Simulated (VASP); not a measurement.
The system is Ge3Pt.

```xyz
4
Lattice="4.0433 0.0000 0.0000 0.0000 4.0433 0.0000 0.0000 0.0000 4.0018" Properties=species:S:1:pos:R:3 pbc="T T T"
Ge    0.0000    2.0217    2.0009
Ge    2.0217    0.0000    2.0009
Ge    2.0217    2.0217    0.0000
Pt    0.0000    0.0000    0.0000
```

```yaml
Program: VASP 6.6.1
Task: relaxation of cell and atoms
Functional: PBE
Potentials_or_basis: VASP PAW PBE potentials, release 64 (Ge_d, Pt)
Cutoff: 600 eV
k_mesh: 4 × 4 × 4
Occupations: gaussian, width 0.1 eV
Spin: no spin polarisation
```

At the start: pressure 10.5 GPa; volume 16.36 Å³/atom.

Q: Where does the relaxation end?

A: Over 3 steps the energy falls by 45.4 meV/atom and the volume is 17.86 Å³/atom (+9.2 %); space group Pm-3m (No. 221, to 0.1 Å) before and after.

The path:
| step | energy change (eV) | largest force (eV/Å) | pressure (GPa) | volume (Å³) |
| --- | --- | --- | --- | --- |
| 1 | 0.0000 | 0.0000 | 10.48 | 65.42 |
| 2 | -0.0944 | 0.0000 | -5.65 | 76.08 |
| 3 | -0.1818 | 0.0000 | -0.10 | 71.42 |

Final structure:
```cif
data_structure
_symmetry_space_group_name_H-M 'P 1'
_symmetry_Int_Tables_number 1
_cell_length_a 4.1625
_cell_length_b 4.1625
_cell_length_c 4.1221
_cell_angle_alpha 90.000
_cell_angle_beta 90.000
_cell_angle_gamma 90.000
_cell_volume 71.42
loop_
_atom_site_label
_atom_site_type_symbol
_atom_site_fract_x
_atom_site_fract_y
_atom_site_fract_z
_atom_site_occupancy
Ge1 Ge 0.00000 0.50000 0.50000 1
Ge2 Ge 0.50000 0.00000 0.50000 1
Ge3 Ge 0.50000 0.50000 0.00000 1
Pt1 Pt 0.00000 0.00000 0.00000 1
```

Caveat: the k points lie up to 0.38 Å⁻¹ apart in the final cell, too coarse for converged energies and pressures of a metal.
